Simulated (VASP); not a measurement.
# MoS2 (R3m) in VASP: a series of runs

MoS2 is run at these levels: LDA; tasks: electric field gradients.

Everything below comes from runs of VASP 6.6.1. Logs are shortened: lines on timing, memory, paths and dates and some standing lists are left out, and cuts for length are marked.

## (1) The cell of the first run

Symmetry: R3m, No. 160, trigonal system. Conventional cell: a = 3.174 Å, b = 3.174 Å, c = 18.431 Å, α = 90.00°, β = 90.00°, γ = 120.00°. Within 3.1 Å of Mo (site symmetry 3m) lie 6 S at 2.37 Å. Within 3.1 Å of S (site symmetry 3m) lie 3 Mo at 2.37 Å and 1 S at 3.01 Å. S (site symmetry 3m) has 3 Mo at 2.37 Å and 1 S at 3.01 Å within 3.1 Å.

## (2) Electric field gradients, LDA (volume scaled by 1.01)

INCAR

```
SYSTEM = MoS2
PREC = Accurate
ENCUT = 520
EDIFF = 1E-8
ISMEAR = -1
SIGMA = 0.05
LREAL = .False.
LASPH = .True.
NELM = 80
ALGO = Normal
ISIF = 2
LWAVE = .False.
LCHARG = .False.
LEFG = .True.
NBANDS = 20
```

KPOINTS

```
regular mesh
0
Gamma
  15 15 15
  0 0 0
```

POSCAR

```
MoS2
1.0
    1.5867545494      0.9161131662      6.1436734385
   -1.5867545494      0.9161131662      6.1436734385
    0.0000000000     -1.8322263324      6.1436734385
Mo S
1 2
Direct
    0.0000000000      0.0000000000      0.0000000000
    0.7484000000      0.7484000000      0.7484000000
    0.5849000000      0.5849000000      0.5849000000
```

Potentials or basis: VASP PAW LDA potentials, release 64 (Mo_sv, S).

Launch:

```sh
> cat potpaw_LDA.64/Mo_sv/POTCAR potpaw_LDA.64/S/POTCAR > POTCAR
> mpirun -np 1 vasp_std > vasp.out
```

OUTCAR:

```text
SYSTEM = MoS2
   PREC = Accurate
   ENCUT = 520
   EDIFF = 1E-8
   ISMEAR = -1
   LREAL = .False.
   LASPH = .True.
   NELM = 80
   ISIF = 2

 ion  position               nearest neighbor table
   1  0.000  0.000  0.000-   2 2.37   2 2.37   2 2.37   3 2.37   3 2.37   3 2.37
   2  0.748  0.748  0.748-   1 2.37   1 2.37   1 2.37
   3  0.585  0.585  0.585-   1 2.37   1 2.37   1 2.37

  LATTYP: Found a trigonal (rhomboedric) cell.
 ALAT       =     6.4110667328
 COS(alpha) =     0.8774851014

  Lattice vectors:

 A1 = (   1.5867545494,   0.9161131662,   6.1436734385)
 A2 = (  -1.5867545494,   0.9161131662,   6.1436734385)
 A3 = (   0.0000000000,  -1.8322263324,   6.1436734385)

Analysis of symmetry for initial positions (statically):
=====================================================================
 Subroutine PRICEL returns:
 Original cell was already a primitive cell.

 Routine SETGRP: Setting up the symmetry group for a
 trigonal (rhombohedral) supercell.

 Subroutine GETGRP returns: Found  6 space group operations
 (whereof  6 operations were pure point group operations)
 out of a pool of 12 trial point group operations.

The static configuration has the point symmetry C_3v.

Analysis of symmetry for dynamics (positions and initial velocities):
=====================================================================
 Subroutine PRICEL returns:
 Original cell was already a primitive cell.

 Routine SETGRP: Setting up the symmetry group for a
 trigonal (rhombohedral) supercell.

 Subroutine GETGRP returns: Found  6 space group operations
 (whereof  6 operations were pure point group operations)
 out of a pool of 12 trial point group operations.

The dynamic configuration has the point symmetry C_3v.

 Subroutine INISYM returns: Found  6 space group operations
 (whereof  6 operations are pure point group operations),
 and found     1 'primitive' translations

----------------------------------------------------------------------------------------

                                     Primitive cell

  volume of cell :      53.5844

  direct lattice vectors                    reciprocal lattice vectors
     1.586754549  0.916113166  6.143673438     0.315108597  0.181928033  0.054256356
    -1.586754549  0.916113166  6.143673438    -0.315108597  0.181928033  0.054256356
     0.000000000 -1.832226332  6.143673438     0.000000000 -0.363856067  0.054256356

  length of vectors
     6.411066733  6.411066733  6.411066733     0.367879042  0.367879042  0.367879042

  position of ions in fractional coordinates (direct lattice)
     0.000000000  0.000000000  0.000000000
     0.748400000  0.748400000  0.748400000
     0.584900000  0.584900000  0.584900000

  ion indices of the primitive-cell ions
   primitive index   ion index
                 1           1
                 2           2
                 3           3

----------------------------------------------------------------------------------------

 KPOINTS: regular mesh

Automatic generation of k-mesh.
 Grid dimensions read from file:
 generate k-points for:   15   15   15

 Generating k-lattice:

  Cartesian coordinates                     Fractional coordinates (reciprocal lattice)
     0.021007240  0.012128536  0.003617090     0.066666667  0.000000000 -0.000000000
    -0.021007240  0.012128536  0.003617090     0.000000000  0.066666667 -0.000000000
     0.000000000 -0.024257071  0.003617090    -0.000000000 -0.000000000  0.066666667

  Length of vectors
     0.024525269  0.024525269  0.024525269

  Shift w.r.t. Gamma in fractional coordinates (k-lattice)
     0.000000000  0.000000000  0.000000000

 Subroutine IBZKPT returns following result:
 ===========================================

 Found    344 irreducible k-points:

 Following reciprocal coordinates:
            Coordinates               Weight
  0.000000  0.000000  0.000000      1.000000
  0.066667 -0.000000  0.000000      6.000000
  0.133333 -0.000000 -0.000000      6.000000
  0.200000 -0.000000  0.000000      6.000000
  0.266667 -0.000000 -0.000000      6.000000
  0.333333 -0.000000  0.000000      6.000000
[... 16 lines left out ...]
  0.133333  0.133333 -0.000000      6.000000
  0.200000  0.133333  0.000000     12.000000
 [... further k-points ...]
   k-points           NKPTS =    344   k-points in BZ     NKDIM =    344   number of bands    NBANDS=     20
   number of dos      NEDOS =    301   number of ions     NIONS =      3
   total plane-waves  NPLWV = 110592
   dimension x,y,z NGX =    48 NGY =   48 NGZ =   48
   dimension x,y,z NGXF=    96 NGYF=   96 NGZF=   96
   ions per type =               1   2
   NGX,Y,Z   is equivalent  to a cutoff of  12.45, 12.45, 12.45 a.u.
   NGXF,Y,Z  is equivalent  to a cutoff of  24.89, 24.89, 24.89 a.u.
 SYSTEM =  MoS2
   PREC   = accura    normal or accurate (medium, high low for compatibility)
   ISTART =      0    job   : 0-new  1-cont  2-samecut
   ICHARG =      2    charge: 1-file 2-atom 10-const
   ISPIN  =      1    spin polarized calculation?
   LNONCOLLINEAR =      F non collinear calculations
   LSORBIT =      F    spin-orbit coupling
   LASPH  =      T    aspherical Exc in radial PAW
   ENCUT  =  520.0 eV  38.22 Ry    6.18 a.u.  11.92 11.92 11.92*2*pi/ulx,y,z
   NELM   =     80;   NELMIN=  2; NELMDL= -5     # of ELM steps
   EDIFF  = 0.1E-07   stopping-criterion for ELM
   LREAL  =      F    real-space projection
   EDIFFG = 0.1E-06   stopping-criterion for IOM
   NSW    =      0    number of steps for IOM
   IBRION =     -1    ionic relax: 0-MD 1-quasi-New 2-CG
   NFREE  =      0    steps in history (QN), initial steepest desc. (CG)
   ISIF   =      2    stress and relaxation
   ISYM   =      2    0-nonsym 1-usesym 2-fastsym
   POTIM  = 0.5000    time-step for ionic-motion
   TEBEG  =    0.0;   TEEND  =   0.0 temperature during run
   PSTRESS=    0.0 pullay stress
   NELECT =      26.0000    total number of electrons
   NUPDOWN=      -1.0000    fix difference up-down
   EMIN   =  10.00;   EMAX   =-10.00  energy-range for DOS
   EFERMI =   0.00;   METHOD = LEGACY
   ISMEAR =    -1;   SIGMA  =   0.05  broadening in eV -4-tet -1-fermi 0-gaus
   EFERMI_NEDOS =   21; number of points for ismear=-14 and -15
   IALGO  =     38    algorithm
   IMIX   =      4    mixing-type and parameters
     AMIX     =   0.40;   BMIX     =  1.00
     AMIX_MAG =   1.60;   BMIX_MAG =  1.00
  volume/ion in A,a.u.               =      17.86       120.54
  Fermi-wavevector in a.u.,A,eV,Ry     =   1.286431  2.431002 22.516349  1.654905
  Thomas-Fermi vector in A             =   2.418506
   LORBIT       =      0    0 simple, 1 ext, 2 COOP (PROOUT), +10 PAW based schemes
   GGA     = CA    functional components
   LHFCALC =     F    Hartree Fock is set to
   AEXX    =    0.0000 exact exchange contribution
   IVDW    =     0    specifies the selected vdW correction
   LEPSILON=     F    determine dielectric tensor
   LRPA    =     F    only Hartree local field effects (RPA)
 non-spin polarized calculation
  energy-cutoff  :      520.00
  volume of cell :       53.58
 maximum number of plane-waves:      1462
   NGX = 23   NGY = 23   NGZ = 23

 number of electron      26.0000000 magnetization

 Free energy of the ion-electron system (eV)
  ---------------------------------------------------
  ext. energy  EPLUGINS =         0.00000000
  ---------------------------------------------------
  free energy    TOTEN  =       -24.43041014 eV

  energy without entropy =      -24.43039952  energy(sigma->0) =      -24.43040483

 E-fermi :   7.8035     XC(G=0): -11.0575

 val. band max:        7.5398488146   @ k =   0.4667   0.4667   0.4667
 cond. band min:       8.1693251104   @ k =  -0.2000   0.4667   0.1333
 fundamental gap:      0.6294762958
 Fermi energy:         7.8034776605

 k-point     1 :       0.0000    0.0000    0.0000
  band No.  band energies     occupation
      1     -53.8092      2.00000
      2     -28.1768      2.00000
      3     -27.9580      2.00000
      4     -27.9580      2.00000
      5      -7.6881      2.00000
      6      -5.8570      2.00000
[... 12 lines left out ...]
     19      15.4381      0.00000
     20      15.5623      0.00000

 k-point     2 :       0.0667   -0.0000    0.0000
  band No.  band energies     occupation
      1     -53.8074      2.00000
      2     -28.1733      2.00000
      3     -27.9762      2.00000
      4     -27.9621      2.00000
      5      -7.6181      2.00000
      6      -5.8388      2.00000
[... 12 lines left out ...]
     19      15.6091      0.00000
     20      15.7675      0.00000

 k-point     3 :       0.1333   -0.0000   -0.0000
  band No.  band energies     occupation
      1     -53.8023      2.00000
      2     -28.1631      2.00000
      3     -28.0272      2.00000
      4     -27.9736      2.00000
      5      -7.4152      2.00000
      6      -5.7857      2.00000
[... 12 lines left out ...]
     19      15.7287      0.00000
     20      16.3845      0.00000

 k-point     4 :       0.2000   -0.0000    0.0000
  band No.  band energies     occupation
      1     -53.7949      2.00000
      2     -28.1482      2.00000
      3     -28.1016      2.00000
      4     -27.9906      2.00000
      5      -7.1004      2.00000
      6      -5.7032      2.00000
[... 12 lines left out ...]
     19      15.9249      0.00000
     20      16.2904      0.00000

 k-point     5 :       0.2667   -0.0000   -0.0000
  band No.  band energies     occupation
      1     -53.7863      2.00000
      2     -28.1859      2.00000
      3     -28.1309      2.00000
      4     -28.0099      2.00000
      5      -6.7098      2.00000
      6      -5.6016      2.00000
[... 12 lines left out ...]
     19      15.3912      0.00000
     20      16.0245      0.00000
[... 353 lines left out ...]
      6      -5.7266      2.00000
[... 12 lines left out ...]
     19      15.8379      0.00000
     20      16.4376      0.00000

 k-point    22 :      -0.0667    0.0667    0.0000
  band No.  band energies     occupation
      1     -53.8039      2.00000
      2     -28.1664      2.00000
      3     -28.0102      2.00000
      4     -27.9705      2.00000
      5      -7.4842      2.00000
      6      -5.7983      2.00000
[... 12 lines left out ...]
     19      15.7005      0.00000
     20      16.2392      0.00000

 k-point    23 :       0.1333    0.1333   -0.0000
  band No.  band energies     occupation
      1     -53.8023      2.00000
      2     -28.1631      2.00000
      3     -28.0272      2.00000
      4     -27.9736      2.00000
      5      -7.4052      2.00000
      6      -5.8046      2.00000
[... 12 lines left out ...]
     19      15.7787      0.00000
     20      16.3999      0.00000

 k-point    24 :       0.2000    0.1333    0.0000
  band No.  band energies     occupation
      1     -53.7977      2.00000
      2     -28.1539      2.00000
      3     -28.0713      2.00000
      4     -27.9863      2.00000
      5      -7.2080      2.00000
      6      -5.7609      2.00000
[... 12 lines left out ...]
     19      15.8936      0.00000
     20      16.4162      0.00000

 [... further k-points ...]
[... 5 lines left out ...]
  --------------------------------------------------------------------------------------
  -------------------------------------------------------------------------------------
  Total       -0.8000797     -0.8000797      1.5252432      0.0000000      0.0000000     -0.0000000
  in kB      -23.9224470    -23.9224470     45.6048922      0.0000000      0.0000000     -0.0000000
  external PRESSURE =      -0.7466673 kB  Pullay stress =       0.0000000 kB

 VOLUME and BASIS-vectors are now :
 -----------------------------------------------------------------------------
  energy-cutoff  :      520.00
  volume of cell :       53.58
      direct lattice vectors                 reciprocal lattice vectors
     1.586754549  0.916113166  6.143673438     0.315108597  0.181928033  0.054256356
    -1.586754549  0.916113166  6.143673438    -0.315108597  0.181928033  0.054256356
     0.000000000 -1.832226332  6.143673438     0.000000000 -0.363856067  0.054256356

 POSITION                                       TOTAL-FORCE (eV/Angst)
 -----------------------------------------------------------------------------------
      0.00000      0.00000      0.00000         0.000000      0.000000     -0.002502
      0.00000      0.00000     13.79378         0.000000     -0.000000      0.656645
      0.00000      0.00000     10.78030         0.000000      0.000000     -0.654143
 -----------------------------------------------------------------------------------
    total drift:                                0.000000      0.000000     -0.000009

  FREE ENERGIE OF THE ION-ELECTRON SYSTEM (eV)
  ---------------------------------------------------
  free  energy   TOTEN  =       -24.4304101393 eV

  energy  without entropy=      -24.4303995244  energy(sigma->0) =      -24.43040483

 Electric field gradients (V/A^2)
---------------------------------------------------------------------
 ion       V_xx      V_yy      V_zz      V_xy      V_xz      V_yz
---------------------------------------------------------------------
   1      47.637    47.637   -95.274     0.000    -0.000     0.000
   2      31.666    31.666   -63.332     0.000    -0.000    -0.000
   3      30.946    30.946   -61.893     0.000     0.000     0.000
---------------------------------------------------------------------

 Electric field gradients after diagonalization (V/A^2)
 (convention: |V_zz| > |V_xx| > |V_yy|)
----------------------------------------------------------------------
 ion       V_xx      V_yy      V_zz     asymmetry (V_yy - V_xx)/ V_zz
----------------------------------------------------------------------
   1      47.637    47.637   -95.274       0.000
   2      31.666    31.666   -63.332       0.000
   3      30.946    30.946   -61.893       0.000
----------------------------------------------------------------------

           NMR quadrupolar parameters

 Cq : quadrupolar parameter    Cq=e*Q*V_zz/h
 eta: asymmetry parameters     (V_yy - V_xx)/ V_zz
 Q  : nuclear electric quadrupole moment in mb (millibarn)
----------------------------------------------------------------------
 ion       Cq(MHz)       eta       Q (mb)
----------------------------------------------------------------------
   1      -0.230       0.000       1.000
   2      -0.153       0.000       1.000
   3      -0.150       0.000       1.000
----------------------------------------------------------------------
```

Run time: 6.9 min. Hardware: 1 thread of Intel Xeon 6975P-C (Granite Rapids), shared host; peak memory 0.5 GiB.

What came out:

* Free energy: -24.4304 eV
* Pressure: -0.1 GPa
* Largest force: 0.657 eV/Å
* Band gap on the k mesh: 0.63 eV, indirect (least direct gap 1.61 eV)

Forces on the atoms (eV/Å):
```
Mo   0.000  0.000 -0.003
S    0.000  0.000  0.657
S    0.000  0.000 -0.654
```

Electric field gradients, principal values (V/Å²):
```csv
atom,least,middle,greatest (by size)
1 Mo,47.637,47.637,-95.274
2 S,31.666,31.666,-63.332
3 S,30.946,30.946,-61.893
```

Caveat: without QUAD_EFG the Cq values of the log hold for a quadrupole moment of 1 mb, not for the nuclei.

[end of part 1 of 2]
